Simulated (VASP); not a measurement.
# Nb (Im-3m) in VASP: notebook, part 2 of 2

VASP 6.6.1. The steps go on from the part before.

### Step 6. Single point, PBE

The input, INCAR:

```
PREC = Accurate
ENCUT = 520
EDIFF = 1E-7
ISMEAR = -1
SIGMA = 0.1
LREAL = False
LASPH = True
NELM = 80
ALGO = Normal
ISIF = 2
LWAVE = False
LCHARG = True
GGA = PE
LELF = True
LVHAR = True
NBANDS = 12
```

The input, KPOINTS:

```
Automatic mesh
0
Gamma
  14 14 14
```

The input, POSCAR:

```
Nb
1.0
   -1.6547957147      1.6547957147      1.6547957147
    1.6547957147     -1.6547957147      1.6547957147
    1.6547957147      1.6547957147     -1.6547957147
Nb
1
Direct
    0.0000000000      0.0000000000      0.0000000000
```

Potentials or basis: VASP PAW PBE potentials, release 64 (Nb_sv).

Started as:

```bash
$ cat potpaw_PBE.64/Nb_sv/POTCAR > POTCAR
$ mpirun -np 1 vasp_std > vasp.out
```

OUTCAR:

```text
PREC = Accurate
   ENCUT = 520
   EDIFF = 1E-7
   ISMEAR = -1
   LREAL = False
   LASPH = True
   NELM = 80
   ISIF = 2
   GGA = PE

 ion  position               nearest neighbor table
   1  0.000  0.000  0.000-

  LATTYP: Found a body centered cubic cell.
 ALAT       =     3.3095914294

  Lattice vectors:

 A1 = (  -1.6547957147,   1.6547957147,   1.6547957147)
 A2 = (   1.6547957147,  -1.6547957147,   1.6547957147)
 A3 = (   1.6547957147,   1.6547957147,  -1.6547957147)

Analysis of symmetry for initial positions (statically):
=====================================================================
 Subroutine PRICEL returns:
 Original cell was already a primitive cell.

 Routine SETGRP: Setting up the symmetry group for a
 body centered cubic supercell.

 Subroutine GETGRP returns: Found 48 space group operations
 (whereof 48 operations were pure point group operations)
 out of a pool of 48 trial point group operations.

The static configuration has the point symmetry O_h .

Analysis of symmetry for dynamics (positions and initial velocities):
=====================================================================
 Subroutine PRICEL returns:
 Original cell was already a primitive cell.

 Routine SETGRP: Setting up the symmetry group for a
 body centered cubic supercell.

 Subroutine GETGRP returns: Found 48 space group operations
 (whereof 48 operations were pure point group operations)
 out of a pool of 48 trial point group operations.

The dynamic configuration has the point symmetry O_h .

 Subroutine INISYM returns: Found 48 space group operations
 (whereof 48 operations are pure point group operations),
 and found     1 'primitive' translations

----------------------------------------------------------------------------------------

                                     Primitive cell
[... 113 lines left out ...]
   LORBIT       =      0    0 simple, 1 ext, 2 COOP (PROOUT), +10 PAW based schemes
   GGA     = PE    functional components
   LHFCALC =     F    Hartree Fock is set to
   AEXX    =    0.0000 exact exchange contribution
   IVDW    =     0    specifies the selected vdW correction
   LEPSILON=     F    determine dielectric tensor
   LRPA    =     F    only Hartree local field effects (RPA)
 non-spin polarized calculation
  energy-cutoff  :      520.00
  volume of cell :       18.13
 maximum number of plane-waves:       498
 NGX is ok and might be reduce to    24
   NGX = 11   NGY = 11   NGZ = 11

 number of electron      13.0000000 magnetization

 Free energy of the ion-electron system (eV)
  ---------------------------------------------------
  ext. energy  EPLUGINS =         0.00000000
  ---------------------------------------------------
  free energy    TOTEN  =       -10.23877371 eV

  energy without entropy =      -10.18758417  energy(sigma->0) =      -10.21317894

 E-fermi :  11.1120     XC(G=0): -12.4680

 val. band max:       11.1025066286   @ k =   0.5000   0.5000   0.1429
 cond. band min:      11.1262496969   @ k =  -0.2857   0.4286   0.1429
 fundamental gap:      0.0237430683
 Fermi energy:        11.1119872244

 k-point     1 :       0.0000    0.0000    0.0000
  band No.  band energies     occupation
      1     -43.2862      2.00000
      2     -18.5967      2.00000
      3     -18.5967      2.00000
      4     -18.5967      2.00000
      5       5.1570      2.00000
      6      11.4588      0.06047
      7      11.4588      0.06047
      8      11.4588      0.06047
      9      14.3477      0.00000
     10      14.3477      0.00000
     11      25.2937      0.00000
     12      25.2937      0.00000
[... 331 lines left out ...]
 k-point    24 :       0.3571    0.2857   -0.0000
  band No.  band energies     occupation
      1     -43.0186      2.00000
      2     -19.6170      2.00000
      3     -19.4129      2.00000
      4     -18.7624      2.00000
      5       8.8714      2.00000
      6       9.9484      1.99998
      7      10.5808      1.99018
      8      14.5612      0.00000
      9      15.0398      0.00000
     10      21.1328      0.00000
     11      21.2679      0.00000
     12      22.9477      0.00000

 [... further k-points ...]

------------------------ aborting loop because EDIFF is reached ----------------------------------------

  FORCE on cell =-STRESS in cart. coord.  units (eV):
  Direction    XX          YY          ZZ          XY          YZ          ZX
  --------------------------------------------------------------------------------------
  -------------------------------------------------------------------------------------
  Total        0.0238117      0.0238117      0.0238117      0.0000000      0.0000000     -0.0000000
  in kB        2.1047872      2.1047872      2.1047872      0.0000000      0.0000000     -0.0000000
  external PRESSURE =       2.1047872 kB  Pullay stress =       0.0000000 kB

 VOLUME and BASIS-vectors are now :
 -----------------------------------------------------------------------------
  energy-cutoff  :      520.00
  volume of cell :       18.13
      direct lattice vectors                 reciprocal lattice vectors
    -1.654795715  1.654795715  1.654795715     0.000000000  0.302152100  0.302152100
     1.654795715 -1.654795715  1.654795715     0.302152100  0.000000000  0.302152100
     1.654795715  1.654795715 -1.654795715     0.302152100  0.302152100  0.000000000

 POSITION                                       TOTAL-FORCE (eV/Angst)
 -----------------------------------------------------------------------------------
      0.00000      0.00000      0.00000         0.000000      0.000000     -0.000000
 -----------------------------------------------------------------------------------
    total drift:                               -0.000000      0.000000      0.000000

  FREE ENERGIE OF THE ION-ELECTRON SYSTEM (eV)
  ---------------------------------------------------
  free  energy   TOTEN  =       -10.2387737119 eV

  energy  without entropy=      -10.1875841680  energy(sigma->0) =      -10.21317894
```

OSZICAR:

```text
N       E                     dE             d eps       ncg     rms          rms(c)
DAV:   1     0.115216759503E+03    0.11522E+03   -0.73490E+03  2504   0.108E+03
DAV:   2    -0.592325103866E+01   -0.12114E+03   -0.11656E+03  2748   0.384E+02
DAV:   3    -0.103782090886E+02   -0.44550E+01   -0.42889E+01  3628   0.659E+01
DAV:   4    -0.106583736286E+02   -0.28016E+00   -0.27805E+00  3608   0.144E+01
DAV:   5    -0.106671327128E+02   -0.87591E-02   -0.87502E-02  3516   0.218E+00    0.704E+00
DAV:   6    -0.102777467135E+02    0.38939E+00   -0.59276E-01  3972   0.981E+00    0.246E+00
DAV:   7    -0.102333939738E+02    0.44353E-01   -0.18102E-01  4132   0.538E+00    0.949E-01
DAV:   8    -0.102387223228E+02   -0.53283E-02   -0.12244E-02  2948   0.145E+00    0.464E-02
DAV:   9    -0.102387643947E+02   -0.42072E-04   -0.99789E-04  4016   0.308E-01    0.413E-02
DAV:  10    -0.102387810788E+02   -0.16684E-04   -0.27691E-05  2948   0.683E-02    0.151E-02
DAV:  11    -0.102387741443E+02    0.69344E-05   -0.55074E-06  3292   0.400E-02    0.264E-03
DAV:  12    -0.102387738842E+02    0.26010E-06   -0.23846E-07  3400   0.567E-03    0.158E-03
DAV:  13    -0.102387737246E+02    0.15961E-06   -0.14960E-08  1724   0.164E-03    0.302E-04
DAV:  14    -0.102387737119E+02    0.12735E-07   -0.34961E-09  1592   0.898E-04
   1 F= -.10238774E+02 E0= -.10213179E+02  d E =-.511895E-01
```

stdout:

```text
POSCAR found type information on POSCAR Nb
 POSCAR found :  1 types and       1 ions
 scaLAPACK will be used
 LDA part: xc-table for (Slater+PW92), standard interpolation
 POSCAR, INCAR and KPOINTS ok, starting setup
 FFT: planning ... GRIDC
 FFT: planning ... GRID_SOFT
 FFT: planning ... GRID
 WAVECAR not read
 entering main loop
```

Run time: 18 s. Hardware: 1 thread of AMD EPYC 9R14 (Zen 4), shared host; peak memory 0.12 GiB.

What came out:

```
Free energy : -10.2388 eV
Pressure    : 0.2 GPa
```

### Step 7. Overview

```tsv
k mesh	smearing	gap on the mesh (eV)	pressure (GPa)
13 × 13 × 13	methfessel-paxton 1 eV	none	-0.2
13 × 13 × 13	methfessel-paxton 0.1 eV	none	-0.9
13 × 13 × 13	methfessel-paxton 0.2 eV	none	-0.8
13 × 13 × 13	methfessel-paxton 0.3 eV	none	-0.7
14 × 14 × 14	fermi-dirac 0.1 eV	none	0.2
```

Alike in all rows: task single point; level PBE; potentials or basis VASP PAW PBE potentials, release 64 (Nb_sv); no spin polarisation; cell as given; cutoff (eV) 520.

Every run on the cell as given and a fine mesh finds a metal.

Total energies depend on the potentials used, so only differences within one code and one set of settings carry meaning.
